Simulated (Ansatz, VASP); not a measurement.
Two plane-wave programs on Zn

INCAR

```
SYSTEM = Zn
PREC = Accurate
ENCUT = 600
EDIFF = 1E-6
ISMEAR = 0
SIGMA = 0.1
LREAL = .FALSE.
LASPH = .TRUE.
NELM = 80
ALGO = Fast
ISIF = 3
LWAVE = .FALSE.
LCHARG = .FALSE.
GGA = PE
IBRION = 2
NSW = 65
EDIFFG = -0.01
```

Contents of KPOINTS:

```
regular mesh
0
G
  18 18 5
  0 0 0
```

File POSCAR:

```
Zn
1.0
    2.6350410099      0.0000000000      0.0000000000
   -1.3175205050      2.2820124546      0.0000000000
    0.0000000000      0.0000000000     10.1839815856
Zn
4
Direct
    0.0000000000      0.0000000000      0.0000000000
    0.3333333333      0.6666666667      0.2500000000
    0.0000000000      0.0000000000      0.5000000000
    0.6666666667      0.3333333333      0.7500000000
```

Input for Ansatz:

```yaml
crystal:
  lattice:
    - [2.6350410099, 0.0, 0.0]
    - [-1.317520505, 2.2820124546, 0.0]
    - [0.0, 0.0, 10.1839815856]
  atoms:
    - { symbol: Zn, position: [0.0, 0.0, 0.0] }
    - { symbol: Zn, position: [0.3333333333, 0.6666666667, 0.25] }
    - { symbol: Zn, position: [0.0, 0.0, 0.5] }
    - { symbol: Zn, position: [0.6666666667, 0.3333333333, 0.75] }
basis:
  ecutwfc: 420
kpoints:
  mp_grid: { grid: [18, 18, 5] }
hamiltonian:
  xc: pbe
scf:
  occupations: { method: gaussian, width: 0.1 }
output:
  forces: true
  stress: true
  eigenvalues: true
  populations: true
relax:
  adjacent_minimum: "off"
  f_tol: 0.01
  max_steps: 45
  cell: { stress_tol: 0.05 }
```

Alike in both runs: task relaxation of cell and atoms; functional PBE; k mesh 18 × 18 × 5; occupations gaussian, width 0.1 eV; no spin polarisation.

```csv
,VASP,Ansatz
version,VASP 6.6.1,Ansatz 0.2.0
potentials or method,"VASP PAW PBE potentials, release 64 (Zn), cutoff 600 eV","scalar-relativistic, plane waves, PAW"
valence electrons in the cell,48,48
```

```csv
,VASP,Ansatz,Ansatz less VASP
"gap on the k mesh at the Fermi level, each at its own relaxed structure (eV)",none,none,-
relaxed volume (Å³/atom),15.41,15.37,-0.040
relaxed cell length with the largest relative difference (Å),2.638,2.634,-0.0034
```

A gap of «none» marks a metal or a gap that the smearing closes.
